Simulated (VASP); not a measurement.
Here is a VASP 6.6.1 calculation.

INCAR

```
PREC     = Accurate       # precision mode
ENCUT    = 520            # plane-wave cutoff, eV
EDIFF    = 1E-7           # SCF threshold, eV
ISMEAR   = -1             # smearing method
SIGMA    = 0.1            # smearing width, eV
LREAL    = False          # projectors in reciprocal space
LASPH    = True           # aspherical terms in the spheres
NELM     = 100            # most SCF steps
ALGO     = Normal         # electronic algorithm
ISIF     = 2              # what is computed and relaxed
LWAVE    = False          # write WAVECAR
LCHARG   = True           # write CHGCAR
LELF     = True           # ELF
LVHAR    = True         
NBANDS   = 58             # bands
```

File KPOINTS:

```
Automatic mesh
0
Gamma
  5 5 5
```

File POSCAR:

```
Cd
1.0
    5.4480352545      0.0000000000      0.0000000000
    0.0000000000      5.4480352545      0.0000000000
    0.0000000000      0.0000000000      5.4480352545
Cd
8
Direct
    0.0000000000      1.0000000000      0.0000000000
    0.5000000000      0.5000000000      0.5000000000
    0.2500000000      0.0000000000      0.5000000000
    0.7500000000      0.0000000000      0.5000000000
    0.5000000000      0.2500000000      1.0000000000
    0.5000000000      0.7500000000      0.0000000000
    1.0000000000      0.5000000000      0.2500000000
    1.0000000000      0.5000000000      0.7500000000
```

Potentials or basis: VASP PAW LDA potentials, release 64 (Cd).

Run with:

```console
$ cat potpaw_LDA.64/Cd/POTCAR > POTCAR
$ mpirun -np 1 vasp_std > vasp.out
```

Task: What does it give for the band gap on the k mesh?

Result: Zero (band 48 reaches 4.79 eV, above the bottom of band 49 at 2.60 eV).

Task: What does it give for the pressure?

Result: 0.6 GPa.
